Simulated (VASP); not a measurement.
# In4SbAs3 (P-43m) in VASP: a series of runs

Runs on In4SbAs3. Level: PBE. Tasks: single point, relaxation of cell and atoms.

Everything below comes from runs of VASP 6.6.1. Logs are shortened: lines on timing, memory, paths and dates and some standing lists are left out, and cuts for length are marked.

## 1. The cell of the first run

It takes space group P-43m (No. 215, cubic). Conventional cell: a = 6.302 Å, b = 6.302 Å, c = 6.302 Å, α = 90.00°, β = 90.00°, γ = 90.00°. In (site symmetry 3m) has 3 As at 2.70 Å and 1 Sb at 2.82 Å within 3.6 Å. Sb (site symmetry -43m) has 4 In at 2.82 Å within 3.7 Å. Within 3.6 Å of As (site symmetry -42m) lie 4 In at 2.70 Å.

## 2. Single point, PBE

Contents of INCAR:

```
ALGO = Normal ; EDIFF = 1E-6
ENCUT = 520 ; GGA = PE
ISIF = 2 ; ISMEAR = 0
LASPH = True ; LCHARG = True
LELF = True ; LREAL = False
LVHAR = True ; LWAVE = False
NBANDS = 46 ; NELM = 60
PREC = Accurate ; SIGMA = 0.1
```

Contents of KPOINTS:

```
k-points
0
Gamma
  4 4 4
```

Contents of POSCAR:

```
In4SbAs3
1.0
    6.3023444000      0.0000000000      0.0000000000
    0.0000000000      6.3023444000      0.0000000000
    0.0000000000      0.0000000000      6.3023444000
In Sb As
4 1 3
Direct
    0.2421050000      0.7578950000      0.2421050000
    0.2421050000      0.2421050000      0.7578950000
    0.7578950000      0.7578950000      0.7578950000
    0.7578950000      0.2421050000      0.2421050000
    0.5000000000      0.5000000000      0.5000000000
    0.5000000000      0.0000000000      0.0000000000
    0.0000000000      0.0000000000      0.5000000000
    0.0000000000      0.5000000000      0.0000000000
```

Potentials or basis: VASP PAW PBE potentials, release 64 (In_d, Sb, As).

On the command line:

```console
$ cat potpaw_PBE.64/In_d/POTCAR potpaw_PBE.64/Sb/POTCAR potpaw_PBE.64/As/POTCAR > POTCAR
$ mpirun -np 1 vasp_std > vasp.out
```

OUTCAR:

```text
EDIFF = 1E-6
   ENCUT = 520
   GGA = PE
   ISIF = 2
   ISMEAR = 0
   LASPH = True
   LREAL = False
   NELM = 60
   PREC = Accurate

 ion  position               nearest neighbor table
   1  0.242  0.758  0.242-   6 2.70   7 2.70   8 2.70   5 2.82
   2  0.242  0.242  0.758-   6 2.70   7 2.70   8 2.70   5 2.82
   3  0.758  0.758  0.758-   6 2.70   7 2.70   8 2.70   5 2.82
   4  0.758  0.242  0.242-   6 2.70   7 2.70   8 2.70   5 2.82
   5  0.500  0.500  0.500-   1 2.82   2 2.82   3 2.82   4 2.82
   6  0.500  0.000  0.000-   1 2.70   2 2.70   3 2.70   4 2.70
   7  0.000  0.000  0.500-   1 2.70   2 2.70   3 2.70   4 2.70
   8  0.000  0.500  0.000-   1 2.70   2 2.70   3 2.70   4 2.70

  LATTYP: Found a simple cubic cell.
 ALAT       =     6.3023444000

  Lattice vectors:

 A1 = (   6.3023444000,   0.0000000000,   0.0000000000)
 A2 = (   0.0000000000,   6.3023444000,   0.0000000000)
 A3 = (   0.0000000000,   0.0000000000,   6.3023444000)

Analysis of symmetry for initial positions (statically):
=====================================================================
 Subroutine PRICEL returns:
 Original cell was already a primitive cell.

 Routine SETGRP: Setting up the symmetry group for a
 simple cubic supercell.

 Subroutine GETGRP returns: Found 24 space group operations
 (whereof 24 operations were pure point group operations)
 out of a pool of 48 trial point group operations.

The static configuration has the point symmetry T_d .

Analysis of symmetry for dynamics (positions and initial velocities):
=====================================================================
 Subroutine PRICEL returns:
 Original cell was already a primitive cell.

 Routine SETGRP: Setting up the symmetry group for a
 simple cubic supercell.

 Subroutine GETGRP returns: Found 24 space group operations
 (whereof 24 operations were pure point group operations)
 out of a pool of 48 trial point group operations.

The dynamic configuration has the point symmetry T_d .

 Subroutine INISYM returns: Found 24 space group operations
 (whereof 24 operations are pure point group operations),
 and found     1 'primitive' translations

----------------------------------------------------------------------------------------

                                     Primitive cell

  volume of cell :     250.3263

  direct lattice vectors                    reciprocal lattice vectors
     6.302344400  0.000000000  0.000000000     0.158671113  0.000000000  0.000000000
     0.000000000  6.302344400  0.000000000     0.000000000  0.158671113  0.000000000
     0.000000000  0.000000000  6.302344400     0.000000000  0.000000000  0.158671113

  length of vectors
     6.302344400  6.302344400  6.302344400     0.158671113  0.158671113  0.158671113

  position of ions in fractional coordinates (direct lattice)
     0.242105000  0.757895000  0.242105000
     0.242105000  0.242105000  0.757895000
     0.757895000  0.757895000  0.757895000
     0.757895000  0.242105000  0.242105000
     0.500000000  0.500000000  0.500000000
     0.500000000  0.000000000  0.000000000
     0.000000000  0.000000000  0.500000000
     0.000000000  0.500000000  0.000000000

  ion indices of the primitive-cell ions
   primitive index   ion index
                 1           1
                 2           2
                 3           3
                 4           4
                 5           5
                 6           6
                 7           7
                 8           8

----------------------------------------------------------------------------------------

 KPOINTS: k-points

Automatic generation of k-mesh.
 Grid dimensions read from file:
 generate k-points for:    4    4    4

 Generating k-lattice:

  Cartesian coordinates                     Fractional coordinates (reciprocal lattice)
     0.039667778  0.000000000  0.000000000     0.250000000  0.000000000  0.000000000
     0.000000000  0.039667778  0.000000000     0.000000000  0.250000000  0.000000000
     0.000000000  0.000000000  0.039667778     0.000000000  0.000000000  0.250000000

  Length of vectors
     0.039667778  0.039667778  0.039667778

  Shift w.r.t. Gamma in fractional coordinates (k-lattice)
     0.000000000  0.000000000  0.000000000

 Subroutine IBZKPT returns following result:
 ===========================================

 Found     10 irreducible k-points:

 Following reciprocal coordinates:
            Coordinates               Weight
  0.000000  0.000000  0.000000      1.000000
  0.250000  0.000000  0.000000      6.000000
  0.500000  0.000000  0.000000      3.000000
  0.250000  0.250000  0.000000     12.000000
  0.500000  0.250000  0.000000     12.000000
  0.500000  0.500000  0.000000      3.000000
  0.250000  0.250000  0.250000      8.000000
  0.500000  0.250000  0.250000     12.000000
  0.500000  0.500000  0.250000      6.000000
  0.500000  0.500000  0.500000      1.000000
   k-points           NKPTS =     10   k-points in BZ     NKDIM =     10   number of bands    NBANDS=     46
   number of dos      NEDOS =    301   number of ions     NIONS =      8
   total plane-waves  NPLWV = 110592
   dimension x,y,z NGX =    48 NGY =   48 NGZ =   48
   dimension x,y,z NGXF=    96 NGYF=   96 NGZF=   96
   ions per type =               4   1   3
   NGX,Y,Z   is equivalent  to a cutoff of  12.66, 12.66, 12.66 a.u.
   NGXF,Y,Z  is equivalent  to a cutoff of  25.32, 25.32, 25.32 a.u.
 SYSTEM =  unknown system
   PREC   = accura    normal or accurate (medium, high low for compatibility)
   ISTART =      0    job   : 0-new  1-cont  2-samecut
   ICHARG =      2    charge: 1-file 2-atom 10-const
   ISPIN  =      1    spin polarized calculation?
   LNONCOLLINEAR =      F non collinear calculations
   LSORBIT =      F    spin-orbit coupling
   LASPH  =      T    aspherical Exc in radial PAW
   ENCUT  =  520.0 eV  38.22 Ry    6.18 a.u.  11.72 11.72 11.72*2*pi/ulx,y,z
   NELM   =     60;   NELMIN=  2; NELMDL= -5     # of ELM steps
   EDIFF  = 0.1E-05   stopping-criterion for ELM
   LREAL  =      F    real-space projection
   EDIFFG = 0.1E-04   stopping-criterion for IOM
   NSW    =      0    number of steps for IOM
   IBRION =     -1    ionic relax: 0-MD 1-quasi-New 2-CG
   NFREE  =      0    steps in history (QN), initial steepest desc. (CG)
   ISIF   =      2    stress and relaxation
   ISYM   =      2    0-nonsym 1-usesym 2-fastsym
   POTIM  = 0.5000    time-step for ionic-motion
   TEBEG  =    0.0;   TEEND  =   0.0 temperature during run
   PSTRESS=    0.0 pullay stress
   NELECT =      72.0000    total number of electrons
   NUPDOWN=      -1.0000    fix difference up-down
   EMIN   =  10.00;   EMAX   =-10.00  energy-range for DOS
   EFERMI =   0.00;   METHOD = LEGACY
   ISMEAR =     0;   SIGMA  =   0.10  broadening in eV -4-tet -1-fermi 0-gaus
   EFERMI_NEDOS =   21; number of points for ismear=-14 and -15
   IALGO  =     38    algorithm
   IMIX   =      4    mixing-type and parameters
     AMIX     =   0.40;   BMIX     =  1.00
     AMIX_MAG =   1.60;   BMIX_MAG =  1.00
  volume/ion in A,a.u.               =      31.29       211.16
  Fermi-wavevector in a.u.,A,eV,Ry     =   1.080646  2.042125 15.888832  1.167796
  Thomas-Fermi vector in A             =   2.216643
   LORBIT       =      0    0 simple, 1 ext, 2 COOP (PROOUT), +10 PAW based schemes
   GGA     = PE    functional components
   LHFCALC =     F    Hartree Fock is set to
   AEXX    =    0.0000 exact exchange contribution
   IVDW    =     0    specifies the selected vdW correction
   LEPSILON=     F    determine dielectric tensor
   LRPA    =     F    only Hartree local field effects (RPA)
 non-spin polarized calculation
 Gauss-broadening in eV      SIGMA  =   0.10
  energy-cutoff  :      520.00
  volume of cell :      250.33
 maximum number of plane-waves:      6816
 NGX is ok and might be reduce to    48
   NGX = 23   NGY = 23   NGZ = 23

 number of electron      72.0000002 magnetization

 Free energy of the ion-electron system (eV)
  ---------------------------------------------------
  ext. energy  EPLUGINS =         0.00000000
  ---------------------------------------------------
  free energy    TOTEN  =       -29.96366839 eV

  energy without entropy =      -29.96124142  energy(sigma->0) =      -29.96245490

 E-fermi :   4.0610     XC(G=0):  -8.6859

 val. band max:        4.0304063921   @ k =   0.0000   0.0000   0.0000
 cond. band min:       4.5137480348   @ k =   0.5000   0.5000   0.5000
 fundamental gap:      0.4833416426
 Fermi energy:         4.0610079612

 k-point     1 :       0.0000    0.0000    0.0000
  band No.  band energies     occupation
      1     -10.4476      2.00000
      2     -10.4476      2.00000
      3     -10.4328      2.00000
      4     -10.3275      2.00000
      5     -10.3275      2.00000
      6     -10.3275      2.00000
[... 38 lines left out ...]
     45       7.6360      0.00000
     46       7.6360      0.00000

 k-point     2 :       0.2500    0.0000    0.0000
  band No.  band energies     occupation
      1     -10.4409      2.00000
      2     -10.4354      2.00000
      3     -10.4221      2.00000
      4     -10.3449      2.00000
      5     -10.3204      2.00000
      6     -10.3204      2.00000
[... 38 lines left out ...]
     45       8.3300      0.00000
     46       8.3300      0.00000

 k-point     3 :       0.5000    0.0000    0.0000
  band No.  band energies     occupation
      1     -10.4336      2.00000
      2     -10.4206      2.00000
      3     -10.4006      2.00000
      4     -10.3741      2.00000
      5     -10.3078      2.00000
      6     -10.3078      2.00000
[... 38 lines left out ...]
     45       8.5449      0.00000
     46       8.6080      0.00000

 k-point     4 :       0.2500    0.2500    0.0000
  band No.  band energies     occupation
      1     -10.4325      2.00000
      2     -10.4275      2.00000
      3     -10.4142      2.00000
      4     -10.3531      2.00000
      5     -10.3199      2.00000
      6     -10.3166      2.00000
[... 38 lines left out ...]
     45       8.0066      0.00000
     46       8.7441      0.00000

 k-point     5 :       0.5000    0.2500    0.0000
  band No.  band energies     occupation
      1     -10.4253      2.00000
      2     -10.4147      2.00000
      3     -10.3998      2.00000
      4     -10.3736      2.00000
      5     -10.3102      2.00000
      6     -10.3101      2.00000
[... 38 lines left out ...]
     45       8.6501      0.00000
     46       8.7159      0.00000

 k-point     6 :       0.5000    0.5000    0.0000
  band No.  band energies     occupation
      1     -10.4087      2.00000
      2     -10.4069      2.00000
      3     -10.4069      2.00000
      4     -10.3758      2.00000
      5     -10.3136      2.00000
      6     -10.3088      2.00000
[... 38 lines left out ...]
     45       8.8780      0.00000
     46       8.8781      0.00000

 k-point     7 :       0.2500    0.2500    0.2500
  band No.  band energies     occupation
      1     -10.4237      2.00000
      2     -10.4237      2.00000
      3     -10.4087      2.00000
      4     -10.3608      2.00000
      5     -10.3166      2.00000
      6     -10.3166      2.00000
[... 38 lines left out ...]
     45       8.3060      0.00000
     46       8.9468      0.00000

 k-point     8 :       0.5000    0.2500    0.2500
  band No.  band energies     occupation
      1     -10.4196      2.00000
      2     -10.4114      2.00000
      3     -10.4007      2.00000
      4     -10.3751      2.00000
      5     -10.3125      2.00000
      6     -10.3105      2.00000
[... 38 lines left out ...]
     45       8.9621      0.00000
     46       9.1220      0.00000

 k-point     9 :       0.5000    0.5000    0.2500
  band No.  band energies     occupation
      1     -10.4081      2.00000
      2     -10.4072      2.00000
      3     -10.4072      2.00000
      4     -10.3777      2.00000
      5     -10.3137      2.00000
      6     -10.3113      2.00000
[... 38 lines left out ...]
     45       8.6376      0.00000
     46       8.6450      0.00000

 k-point    10 :       0.5000    0.5000    0.5000
  band No.  band energies     occupation
      1     -10.4075      2.00000
      2     -10.4075      2.00000
      3     -10.4075      2.00000
      4     -10.3796      2.00000
      5     -10.3136      2.00000
      6     -10.3136      2.00000
[... 38 lines left out ...]
     45       8.3703      0.00000
     46       8.3703      0.00000

------------------------ aborting loop because EDIFF is reached ----------------------------------------

  FORCE on cell =-STRESS in cart. coord.  units (eV):
  Direction    XX          YY          ZZ          XY          YZ          ZX
  --------------------------------------------------------------------------------------
  -------------------------------------------------------------------------------------
  Total        0.0349542      0.0349542      0.0349542     -0.0000000      0.0000000     -0.0000000
  in kB        0.2237196      0.2237196      0.2237196     -0.0000000      0.0000000     -0.0000000
  external PRESSURE =       0.2237196 kB  Pullay stress =       0.0000000 kB

 VOLUME and BASIS-vectors are now :
 -----------------------------------------------------------------------------
  energy-cutoff  :      520.00
  volume of cell :      250.33
      direct lattice vectors                 reciprocal lattice vectors
     6.302344400  0.000000000  0.000000000     0.158671113  0.000000000  0.000000000
     0.000000000  6.302344400  0.000000000     0.000000000  0.158671113  0.000000000
     0.000000000  0.000000000  6.302344400     0.000000000  0.000000000  0.158671113

 POSITION                                       TOTAL-FORCE (eV/Angst)
 -----------------------------------------------------------------------------------
      1.52583      4.77652      1.52583        -0.005831      0.005831     -0.005831
      1.52583      1.52583      4.77652        -0.005831     -0.005831      0.005831
      4.77652      4.77652      4.77652         0.005831      0.005831      0.005831
      4.77652      1.52583      1.52583         0.005831     -0.005831     -0.005831
      3.15117      3.15117      3.15117         0.000000      0.000000     -0.000000
      3.15117      0.00000      0.00000         0.000000      0.000000     -0.000000
      0.00000      0.00000      3.15117         0.000000     -0.000000     -0.000000
      0.00000      3.15117      0.00000         0.000000     -0.000000     -0.000000
 -----------------------------------------------------------------------------------
    total drift:                               -0.000000     -0.000000      0.000000

  FREE ENERGIE OF THE ION-ELECTRON SYSTEM (eV)
  ---------------------------------------------------
  free  energy   TOTEN  =       -29.9636683922 eV

  energy  without entropy=      -29.9612414157  energy(sigma->0) =      -29.96245490
```

It took 1.8 min on 1 thread of Intel Xeon Platinum 8259CL at 2.50GHz (Skylake/Cascade Lake), shared host; peak memory 0.39 GiB.

Results:

```
Free energy            : -29.9637 eV
Pressure               : 0.0 GPa
Largest force          : 0.010 eV/Å
Band gap on the k mesh : zero (filled and empty bands touch)
```

Forces on the atoms (eV/Å):
```
In  -0.006  0.006 -0.006
In  -0.006 -0.006  0.006
In   0.006  0.006  0.006
In   0.006 -0.006 -0.006
Sb   0.000  0.000  0.000
As   0.000  0.000  0.000
As   0.000  0.000  0.000
As   0.000  0.000  0.000
```

Caveat: semilocal functionals underestimate gaps, and a narrow one can read as zero; spin-orbit coupling is left out, which moves the levels of the heavy elements.

## 3. Single point, PBE

Contents of INCAR:

```
SYSTEM = In4SbAs3
PREC = Accurate
ENCUT = 520
EDIFF = 1E-6
ISMEAR = 0
SIGMA = 0.1
LREAL = .FALSE.
LASPH = .TRUE.
NELM = 80
ALGO = Normal
ISIF = 2
LWAVE = .FALSE.
LCHARG = .FALSE.
GGA = PE
NBANDS = 46
```

Contents of KPOINTS:

```
regular mesh
0
G
  6 6 6
  0 0 0
```

POSCAR is that of step 2.

Potentials or basis: VASP PAW PBE potentials, release 64 (In_d, Sb, As).

On the command line:

```console
$ cat potpaw_PBE.64/In_d/POTCAR potpaw_PBE.64/Sb/POTCAR potpaw_PBE.64/As/POTCAR > POTCAR
$ mpirun -np 1 vasp_std > vasp.out
```

Run time: 3.2 min. Hardware: 1 thread of Intel Xeon Platinum 8259CL at 2.50GHz (Skylake/Cascade Lake), shared host; peak memory 0.46 GiB.

Results (log left out):

```
Free energy            : -29.9766 eV
Pressure               : 0.0 GPa
Largest force          : 0.005 eV/Å
Band gap on the k mesh : zero (filled and empty bands touch)
```

Forces in eV/Å, atoms in the order of the input:
```
In  -0.003  0.003 -0.003
In  -0.003 -0.003  0.003
In   0.003  0.003  0.003
In   0.003 -0.003 -0.003
Sb   0.000  0.000  0.000
As   0.000  0.000  0.000
As   0.000  0.000  0.000
As   0.000  0.000  0.000
```

Levels at points of the mesh, in eV from the Fermi level:
```tsv
k point	band 32	band 33	band 34	band 35	band 36	band 37	band 38	band 39	band 40	band 41
(0.00, 0.00, 0.00)	-2.12	-2.12	-0.73	-0.05	-0.05	-0.05	1.51	1.58	1.58	1.76
(0.50, 0.00, 0.00)	-2.59	-1.51	-1.51	-1.17	-1.17	1.91	2.04	2.26	2.61	3.62
(0.50, 0.50, 0.00)	-2.51	-1.28	-1.09	-0.84	-0.84	2.00	2.00	2.22	2.49	4.24
(0.50, 0.50, 0.50)	-1.06	-1.06	-0.69	-0.69	-0.69	0.44	0.44	0.44	1.18	4.25
```

Caveat: semilocal functionals underestimate gaps, and a narrow one can read as zero; spin-orbit coupling is left out, which moves the levels of the heavy elements.

[end of part 1 of 2]

The gap in the log of VASP goes by the Fermi energy; the results here count the filled bands.